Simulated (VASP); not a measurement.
# C (Fd-3m) in VASP: settings compared

Aim: see how the results for C move with the level of theory and the settings. Levels: PBE0, PBE. Tasks: single point.

All numbers are computed with VASP 6.6.1; they aren't measurements. Logs are shortened: lines on timing, memory, paths and dates and some standing lists are left out, and cuts for length are marked.

## (1) The cell of the first run

It takes space group Fd-3m (No. 227, cubic). Conventional cell: a = 3.560 Å, b = 3.560 Å, c = 3.560 Å, α = 90.00°, β = 90.00°, γ = 90.00°. Within 2.1 Å of C (site symmetry -43m) lie 4 C at 1.54 Å.

## (2) Single point, PBE0

Input file POSCAR:

```
C
1.0
    0.0000000000      1.7801241425      1.7801241425
    1.7801241425      0.0000000000      1.7801241425
    1.7801241425      1.7801241425      0.0000000000
C
2
Direct
    0.0000000000      0.0000000000      0.0000000000
    0.2500000000      0.2500000000      0.2500000000
```

Input file INCAR.step1:

```
SYSTEM = C
ALGO = Normal ; EDIFF = 1E-5
ENCUT = 520 ; GGA = PE
ISIF = 2 ; ISMEAR = 0
LASPH = .TRUE. ; LCHARG = .FALSE.
LREAL = .FALSE. ; LWAVE = .TRUE.
NBANDS = 11 ; NELM = 60
PREC = Accurate ; SIGMA = 0.01
```

Input file INCAR.step2:

```
SYSTEM = C
AEXX = 0.25 ; ALGO = Normal
EDIFF = 1E-6 ; ENCUT = 520
GGA = PE ; ISIF = 2
ISMEAR = 0 ; ISTART = 1
LASPH = .TRUE. ; LCHARG = .FALSE.
LHFCALC = .TRUE. ; LREAL = .FALSE.
LWAVE = .FALSE. ; NBANDS = 11
NELM = 60 ; PREC = Accurate
PRECFOCK = Normal ; SIGMA = 0.01
```

Input file KPOINTS:

```
k-points
0
G
  8 8 8
  0 0 0
```

Potentials or basis: VASP PAW PBE potentials, release 64 (C).

Run with:

```
cat potpaw_PBE.64/C/POTCAR > POTCAR
cp INCAR.step1 INCAR
mpirun -np 1 vasp_std > vasp.out
cp INCAR.step2 INCAR
mpirun -np 1 vasp_std > vasp.out
```

OUTCAR:

```text
SYSTEM = C
   AEXX = 0.25
   EDIFF = 1E-6
   ENCUT = 520
   GGA = PE
   ISIF = 2
   ISMEAR = 0
   ISTART = 1
   LASPH = .TRUE.
   LHFCALC = .TRUE.
   LREAL = .FALSE.
   NELM = 60
   PREC = Accurate
   PRECFOCK = Normal

 ion  position               nearest neighbor table
   1  0.000  0.000  0.000-   2 1.54   2 1.54   2 1.54   2 1.54
   2  0.250  0.250  0.250-   1 1.54   1 1.54   1 1.54   1 1.54

  LATTYP: Found a face centered cubic cell.
 ALAT       =     3.5602482850

  Lattice vectors:

 A1 = (   0.0000000000,   1.7801241425,   1.7801241425)
 A2 = (   1.7801241425,   0.0000000000,   1.7801241425)
 A3 = (   1.7801241425,   1.7801241425,   0.0000000000)

Analysis of symmetry for initial positions (statically):
=====================================================================
 Subroutine PRICEL returns:
 Original cell was already a primitive cell.

 Routine SETGRP: Setting up the symmetry group for a
 face centered cubic supercell.

 Subroutine GETGRP returns: Found 48 space group operations
 (whereof 24 operations were pure point group operations)
 out of a pool of 48 trial point group operations.

The static configuration has the point symmetry T_d .
 The point group associated with its full space group is O_h .

Analysis of symmetry for dynamics (positions and initial velocities):
=====================================================================
 Subroutine PRICEL returns:
 Original cell was already a primitive cell.

 Routine SETGRP: Setting up the symmetry group for a
 face centered cubic supercell.

 Subroutine GETGRP returns: Found 48 space group operations
 (whereof 24 operations were pure point group operations)
 out of a pool of 48 trial point group operations.

The dynamic configuration has the point symmetry T_d .
 The point group associated with its full space group is O_h .

 Subroutine INISYM returns: Found 48 space group operations
 (whereof 24 operations are pure point group operations),
 and found     1 'primitive' translations

----------------------------------------------------------------------------------------

                                     Primitive cell

  volume of cell :      11.2819

  direct lattice vectors                    reciprocal lattice vectors
     0.000000000  1.780124143  1.780124143    -0.280879287  0.280879287  0.280879287
     1.780124143  0.000000000  1.780124143     0.280879287 -0.280879287  0.280879287
     1.780124143  1.780124143  0.000000000     0.280879287  0.280879287 -0.280879287

  length of vectors
     2.517475705  2.517475705  2.517475705     0.486497196  0.486497196  0.486497196

  position of ions in fractional coordinates (direct lattice)
     0.000000000  0.000000000  0.000000000
     0.250000000  0.250000000  0.250000000

  ion indices of the primitive-cell ions
   primitive index   ion index
                 1           1
                 2           2

----------------------------------------------------------------------------------------

 KPOINTS: k-points

Automatic generation of k-mesh.
 Grid dimensions read from file:
 generate k-points for:    8    8    8

 Generating k-lattice:

  Cartesian coordinates                     Fractional coordinates (reciprocal lattice)
    -0.035109911  0.035109911  0.035109911     0.125000000  0.000000000  0.000000000
     0.035109911 -0.035109911  0.035109911     0.000000000  0.125000000  0.000000000
     0.035109911  0.035109911 -0.035109911     0.000000000  0.000000000  0.125000000

  Length of vectors
     0.060812149  0.060812149  0.060812149

  Shift w.r.t. Gamma in fractional coordinates (k-lattice)
     0.000000000  0.000000000  0.000000000

 Subroutine IBZKPT returns following result:
 ===========================================

 Found     29 irreducible k-points:

 Following reciprocal coordinates:
            Coordinates               Weight
  0.000000  0.000000  0.000000      1.000000
  0.125000  0.000000  0.000000      8.000000
  0.250000  0.000000  0.000000      8.000000
  0.375000  0.000000  0.000000      8.000000
  0.500000  0.000000  0.000000      4.000000
  0.125000  0.125000  0.000000      6.000000
[... 16 lines left out ...]
  0.500000  0.250000  0.125000     48.000000
 -0.375000  0.250000  0.125000     24.000000
 [... further k-points ...]
   k-points           NKPTS =     29   k-points in BZ     NKDIM =    512   number of bands    NBANDS=     11
   number of dos      NEDOS =    301   number of ions     NIONS =      2
   total plane-waves  NPLWV =   8000
   dimension x,y,z NGX =    20 NGY =   20 NGZ =   20
   dimension x,y,z NGXF=    40 NGYF=   40 NGZF=   40
   ions per type =               2
   NGX,Y,Z   is equivalent  to a cutoff of  13.21, 13.21, 13.21 a.u.
   NGXF,Y,Z  is equivalent  to a cutoff of  26.41, 26.41, 26.41 a.u.
 SYSTEM =  C
   PREC   = accura    normal or accurate (medium, high low for compatibility)
   ISTART =      1    job   : 0-new  1-cont  2-samecut
   ICHARG =      0    charge: 1-file 2-atom 10-const
   ISPIN  =      1    spin polarized calculation?
   LNONCOLLINEAR =      F non collinear calculations
   LSORBIT =      F    spin-orbit coupling
   LASPH  =      T    aspherical Exc in radial PAW
   ENCUT  =  520.0 eV  38.22 Ry    6.18 a.u.   4.68  4.68  4.68*2*pi/ulx,y,z
   NELM   =     60;   NELMIN=  2; NELMDL=  0     # of ELM steps
   EDIFF  = 0.1E-05   stopping-criterion for ELM
   LREAL  =      F    real-space projection
   EDIFFG = 0.1E-04   stopping-criterion for IOM
   NSW    =      0    number of steps for IOM
   IBRION =     -1    ionic relax: 0-MD 1-quasi-New 2-CG
   NFREE  =      0    steps in history (QN), initial steepest desc. (CG)
   ISIF   =      2    stress and relaxation
   ISYM   =      3    0-nonsym 1-usesym 2-fastsym
   POTIM  = 0.5000    time-step for ionic-motion
   TEBEG  =    0.0;   TEEND  =   0.0 temperature during run
   PSTRESS=    0.0 pullay stress
   NELECT =       8.0000    total number of electrons
   NUPDOWN=      -1.0000    fix difference up-down
   EMIN   =  10.00;   EMAX   =-10.00  energy-range for DOS
   EFERMI =   0.00;   METHOD = LEGACY
   ISMEAR =     0;   SIGMA  =   0.01  broadening in eV -4-tet -1-fermi 0-gaus
   EFERMI_NEDOS =   21; number of points for ismear=-14 and -15
   IALGO  =     38    algorithm
   IMIX   =      1    mixing-type and parameters
     AMIX     =   0.40;   BMIX     =  1.00
     AMIX_MAG =   1.60;   BMIX_MAG =  1.00
  volume/ion in A,a.u.               =       5.64        38.07
  Fermi-wavevector in a.u.,A,eV,Ry     =   1.459860  2.758735 28.996616  2.131191
  Thomas-Fermi vector in A             =   2.576377
   LORBIT       =      0    0 simple, 1 ext, 2 COOP (PROOUT), +10 PAW based schemes
   GGA     = PE    functional components
   LHFCALC =     T    Hartree Fock is set to
   PRECFOCK=normal    Normal, Fast or Accurate (Low or Medium for compatibility)
   ENCUT4O =  -1.0   cutoff for four orbital integrals eV
   NKREDX  =     1    reduce k-point grid by
   NKREDY  =     1    reduce k-point grid by
   NKREDZ  =     1    reduce k-point grid by
   AEXX    =    0.2500 exact exchange contribution
   HFSCREEN=    0.0000 screening length (either q_TF or 0.3 A-1)
   HFSCREENC=   0.0000 screening length for correlation (either q_TF or 0.3 A-1)
   ENCUTFOCK=  -1.0 apply spherical cutoff to Coloumb kernel
   IVDW    =     0    specifies the selected vdW correction
   LEPSILON=     F    determine dielectric tensor
   LRPA    =     F    only Hartree local field effects (RPA)
 non-spin polarized calculation
 Gauss-broadening in eV      SIGMA  =   0.01
  energy-cutoff  :      520.00
  volume of cell :       11.28
 maximum number of plane-waves:       314
  NGX = 16; NGY = 16; NGZ = 16

 number of electron       7.9999999 magnetization

 Free energy of the ion-electron system (eV)
  ---------------------------------------------------
  ext. energy  EPLUGINS =         0.00000000
  ---------------------------------------------------
  free energy    TOTEN  =       -22.13119776 eV

  energy without entropy =      -22.13119776  energy(sigma->0) =      -22.13119776

 E-fermi :   8.9019     XC(G=0): -10.4282

 val. band max:        8.8136086507   @ k =   0.0000   0.0000   0.0000
 cond. band min:      14.8696544549   @ k =   0.3750   0.3750   0.0000
 fundamental gap:      6.0560458043
 Fermi energy:         8.9019185943

 k-point     1 :       0.0000    0.0000    0.0000
  band No.  band energies     occupation
      1     -14.8493      2.00000
      2       8.8136      2.00000
      3       8.8136      2.00000
      4       8.8136      2.00000
      5      16.5444      0.00000
      6      16.5444      0.00000
      7      16.5444      0.00000
      8      24.9913      0.00000
      9      30.5251      0.00000
     10      37.9566      0.00000
     11      37.9566      0.00000

 k-point     2 :       0.1250    0.0000    0.0000
  band No.  band energies     occupation
      1     -14.3799      2.00000
      2       6.1755      2.00000
      3       8.1091      2.00000
      4       8.1091      2.00000
      5      17.4793      0.00000
      6      17.4793      0.00000
      7      17.8945      0.00000
      8      25.3824      0.00000
      9      31.2665      0.00000
     10      34.7665      0.00000
     11      34.7665      0.00000

 k-point     3 :       0.2500    0.0000    0.0000
  band No.  band energies     occupation
      1     -12.9855      2.00000
      2       1.5303      2.00000
      3       6.8953      2.00000
      4       6.8953      2.00000
      5      18.9475      0.00000
      6      18.9475      0.00000
      7      19.2568      0.00000
      8      26.3468      0.00000
      9      32.1485      0.00000
     10      33.6830      0.00000
     11      33.6830      0.00000
[... 267 lines left out ...]
 k-point    23 :       0.5000    0.2500    0.1250
  band No.  band energies     occupation
      1      -9.5564      2.00000
      2      -2.0843      2.00000
      3       1.8855      2.00000
      4       4.3161      2.00000
      5      19.0502      0.00000
      6      20.8408      0.00000
      7      23.9356      0.00000
      8      24.8941      0.00000
      9      31.7967      0.00000
     10      34.0986      0.00000
     11      37.8892      0.00000

 k-point    24 :      -0.3750    0.2500    0.1250
  band No.  band energies     occupation
      1      -7.4880      2.00000
      2      -4.8220      2.00000
      3       1.8316      2.00000
      4       3.6560      2.00000
      5      19.3312      0.00000
      6      20.6879      0.00000
      7      24.7391      0.00000
      8      26.6299      0.00000
      9      29.6642      0.00000
     10      35.9780      0.00000
     11      38.0185      0.00000

 [... further k-points ...]

------------------------ aborting loop because EDIFF is reached ----------------------------------------

  FORCE on cell =-STRESS in cart. coord.  units (eV):
  Direction    XX          YY          ZZ          XY          YZ          ZX
  --------------------------------------------------------------------------------------
  -------------------------------------------------------------------------------------
  Total       -0.3536875     -0.3536875     -0.3536875     -0.0000000      0.0000000      0.0000000
  in kB      -50.2284040    -50.2284040    -50.2284040     -0.0000000      0.0000000      0.0000000
  external PRESSURE =     -50.2284040 kB  Pullay stress =       0.0000000 kB

 VOLUME and BASIS-vectors are now :
 -----------------------------------------------------------------------------
  energy-cutoff  :      520.00
  volume of cell :       11.28
      direct lattice vectors                 reciprocal lattice vectors
     0.000000000  1.780124143  1.780124143    -0.280879287  0.280879287  0.280879287
     1.780124143  0.000000000  1.780124143     0.280879287 -0.280879287  0.280879287
     1.780124143  1.780124143  0.000000000     0.280879287  0.280879287 -0.280879287

 POSITION                                       TOTAL-FORCE (eV/Angst)
 -----------------------------------------------------------------------------------
      0.00000      0.00000      0.00000         0.000000      0.000000     -0.000000
      0.89006      0.89006      0.89006        -0.000000     -0.000000      0.000000
 -----------------------------------------------------------------------------------
    total drift:                                0.000000      0.000000      0.000000

  FREE ENERGIE OF THE ION-ELECTRON SYSTEM (eV)
  ---------------------------------------------------
  free  energy   TOTEN  =       -22.1311977640 eV

  energy  without entropy=      -22.1311977640  energy(sigma->0) =      -22.13119776
```

It took 5.8 min on 1 thread of Intel Xeon Platinum 8488C (Sapphire Rapids), shared host; peak memory 0.13 GiB.

What came out:

| Item | Value |
| --- | --- |
| Free energy | -22.1312 eV |
| Pressure | -5.0 GPa |
| Band gap on the k mesh | 6.06 eV (least direct gap 7.73 eV) |

Levels at points of the mesh, in eV from the valence-band top:
| k point | band 2 | band 3 | band 4 | band 5 | band 6 | band 7 |
| --- | --- | --- | --- | --- | --- | --- |
| (0.00, 0.00, 0.00) | 0.00 | 0.00 | 0.00 | 7.73 | 7.73 | 7.73 |
| (0.50, 0.00, 0.00) | -14.73 | -3.10 | -3.10 | 10.81 | 10.81 | 11.19 |
| (0.50, 0.50, 0.00) | -14.16 | -6.94 | -6.94 | 6.69 | 6.69 | 20.09 |

Caveat: the cell stands under tension; the PAW data sets were made with another functional, which shifts forces and pressure a little. A k mesh can miss the band edges.

## (3) Single point, PBE

Input file INCAR:

```
ALGO     = Normal         # electronic algorithm
EDIFF    = 1E-7           # SCF threshold, eV
ENCUT    = 520            # plane-wave cutoff, eV
GGA      = PE             # functional
ISIF     = 2              # what is computed and relaxed
ISMEAR   = 0              # smearing method
LASPH    = T              # aspherical terms in the spheres
LCHARG   = F              # write CHGCAR
LREAL    = F              # projectors in reciprocal space
LWAVE    = F              # write WAVECAR
NBANDS   = 11             # bands
NELM     = 80             # most SCF steps
PREC     = Accurate       # precision mode
SIGMA    = 0.01           # smearing width, eV
```

Input file KPOINTS:

```
k-points
0
Gamma
  8 8 8
```

POSCAR is that of step 2.

Potentials or basis: VASP PAW PBE potentials, release 64 (C).

Run with:

```
cat potpaw_PBE.64/C/POTCAR > POTCAR
mpirun -np 1 vasp_std > vasp.out
```

OUTCAR:

```text
EDIFF = 1E-7
   ENCUT = 520
   GGA = PE
   ISIF = 2
   ISMEAR = 0
   LASPH = T
   LREAL = F
   NELM = 80
   PREC = Accurate

 ion  position               nearest neighbor table
   1  0.000  0.000  0.000-   2 1.54   2 1.54   2 1.54   2 1.54
   2  0.250  0.250  0.250-   1 1.54   1 1.54   1 1.54   1 1.54

  LATTYP: Found a face centered cubic cell.
 ALAT       =     3.5602482850

  Lattice vectors:

 A1 = (   0.0000000000,   1.7801241425,   1.7801241425)
[... 524 lines left out ...]
------------------------ aborting loop because EDIFF is reached ----------------------------------------

  FORCE on cell =-STRESS in cart. coord.  units (eV):
  Direction    XX          YY          ZZ          XY          YZ          ZX
  --------------------------------------------------------------------------------------
  -------------------------------------------------------------------------------------
  Total        0.3456803      0.3456803      0.3456803      0.0000000      0.0000000     -0.0000000
  in kB       49.0912800     49.0912800     49.0912800      0.0000000      0.0000000     -0.0000000
  external PRESSURE =      49.0912800 kB  Pullay stress =       0.0000000 kB

 VOLUME and BASIS-vectors are now :
 -----------------------------------------------------------------------------
  energy-cutoff  :      520.00
  volume of cell :       11.28
      direct lattice vectors                 reciprocal lattice vectors
     0.000000000  1.780124143  1.780124143    -0.280879287  0.280879287  0.280879287
     1.780124143  0.000000000  1.780124143     0.280879287 -0.280879287  0.280879287
     1.780124143  1.780124143  0.000000000     0.280879287  0.280879287 -0.280879287

 POSITION                                       TOTAL-FORCE (eV/Angst)
 -----------------------------------------------------------------------------------
      0.00000      0.00000      0.00000         0.000000     -0.000000      0.000000
      0.89006      0.89006      0.89006        -0.000000      0.000000     -0.000000
 -----------------------------------------------------------------------------------
    total drift:                                0.000000      0.000000      0.000000

  FREE ENERGIE OF THE ION-ELECTRON SYSTEM (eV)
  ---------------------------------------------------
  free  energy   TOTEN  =       -18.1829345692 eV

  energy  without entropy=      -18.1829345692  energy(sigma->0) =      -18.18293457
```

stdout:

```text
POSCAR found type information on POSCAR C
 POSCAR found :  1 types and       2 ions
 scaLAPACK will be used
 LDA part: xc-table for (Slater+PW92), standard interpolation
 POSCAR, INCAR and KPOINTS ok, starting setup
 FFT: planning ... GRIDC
 FFT: planning ... GRID_SOFT
 FFT: planning ... GRID
 WAVECAR not read
 entering main loop
```

It took 4.5 s on 1 thread of Intel Xeon Platinum 8259CL at 2.50GHz (Skylake/Cascade Lake), shared host; peak memory 0.12 GiB.

Results:

```yaml
Free_energy: -18.1829 eV
Pressure: 4.9 GPa
Band_gap_on_the_k_mesh: 4.14 eV (least direct gap 5.60 eV)
```

Levels at points of the mesh, in eV from the valence-band top:
```
           k point  band 2  band 3  band 4  band 5  band 6  band 7
(0.00, 0.00, 0.00)    0.00    0.00    0.00    5.60    5.60    5.60
(0.50, 0.00, 0.00)  -13.43   -2.81   -2.81    8.48    8.48    8.92
(0.50, 0.50, 0.00)  -12.80   -6.33   -6.33    4.77    4.77   16.89
```

Caveat: the cell stands under pressure.

## (4) Single point, PBE

Input file INCAR:

```
SYSTEM = C
PREC = Accurate ; ENCUT = 520
EDIFF = 1E-7 ; ISMEAR = 0
SIGMA = 0.01 ; LREAL = .FALSE.
LASPH = .TRUE. ; NELM = 80
ALGO = Normal ; ISIF = 2
LWAVE = .FALSE. ; LCHARG = .FALSE.
GGA = PE ; NBANDS = 11
```

Input file KPOINTS:

```
Automatic mesh
0
G
  8 8 8
  0 0 0
```

POSCAR is that of step 3.

Run with:

```
cat potpaw_PBE.64/C/POTCAR > POTCAR
mpirun -np 1 vasp_std > vasp.out
```

Run time: 4.9 s. Hardware: 1 thread of Intel Xeon Platinum 8259CL at 2.50GHz (Skylake/Cascade Lake), shared host; peak memory 0.12 GiB.

Results (log left out):

```yaml
Free_energy: -18.1829 eV
Pressure: 4.9 GPa
Band_gap_on_the_k_mesh: 4.14 eV (least direct gap 5.60 eV)
```

Levels at points of the mesh, in eV from the valence-band top:
```tsv
k point	band 1	band 2	band 3	band 4	band 5	band 6	band 7	band 8
(0.00, 0.00, 0.00)	-21.55	0.00	0.00	0.00	5.60	5.60	5.60	13.46
(0.50, 0.00, 0.00)	-15.74	-13.43	-2.81	-2.81	8.48	8.48	8.92	15.75
(0.50, 0.50, 0.00)	-12.80	-12.80	-6.33	-6.33	4.77	4.77	16.89	16.89
```

Caveat: the cell stands under pressure.
